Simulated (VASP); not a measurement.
Write the native input for VASP 6.6.1 that does the following.

```yaml
Task: single point
Functional: PBE
Potentials_or_basis: VASP PAW PBE potentials, release 64 (Zn, O)
Cutoff: 520 eV
k_mesh: 6 × 6 × 2
Occupations: gaussian, width 0.1 eV
Spin: no spin polarisation
Dipole_correction: no
Further_INCAR_settings: ALGO = Normal; EDIFF = 1e-06; NBANDS = 46
```

The structure of ZnO lies in POSCAR:

```
ZnO
1.0
    3.2718122525      0.0000000000      0.0000000000
   -1.6359061262      2.8334725271      0.0000000000
    0.0000000000      0.0000000000     10.6299963391
Zn O
4 4
Direct
    0.6666666667      0.3333333333      0.8441010606
    0.3333333333      0.6666666667      0.3441010606
    0.0000000000      0.0000000000      0.5943078470
    0.0000000000      0.0000000000      0.0943078470
    0.6666666667      0.3333333333      0.6559158559
    0.3333333333      0.6666666667      0.1559158559
    0.0000000000      0.0000000000      0.4056752366
    0.0000000000      0.0000000000      0.9056752366
```

The input as run:

INCAR

```
ALGO     = Normal         # electronic algorithm
EDIFF    = 1E-6           # SCF threshold, eV
ENCUT    = 520            # plane-wave cutoff, eV
GGA      = PE             # functional
ISIF     = 2              # what is computed and relaxed
ISMEAR   = 0              # smearing method
LASPH    = True           # aspherical terms in the spheres
LCHARG   = True           # write CHGCAR
LELF     = True           # ELF
LREAL    = False          # projectors in reciprocal space
LVHAR    = True         
LWAVE    = False          # write WAVECAR
NBANDS   = 46             # bands
NELM     = 80             # most SCF steps
PREC     = Accurate       # precision mode
SIGMA    = 0.1            # smearing width, eV
```

KPOINTS

```
k-points
0
Gamma
  6 6 2
```

Potentials or basis: VASP PAW PBE potentials, release 64 (Zn, O).

Command:

```sh
$ cat potpaw_PBE.64/Zn/POTCAR potpaw_PBE.64/O/POTCAR > POTCAR
$ mpirun -np 1 vasp_std > vasp.out
```

Results of the run:

The pressure is 0.9 GPa and the band gap on the k mesh is 0.67 eV, direct.

Wall time 66 s on 1 thread of Intel Xeon 6975P-C (shared host), peak memory 0.22 GiB.
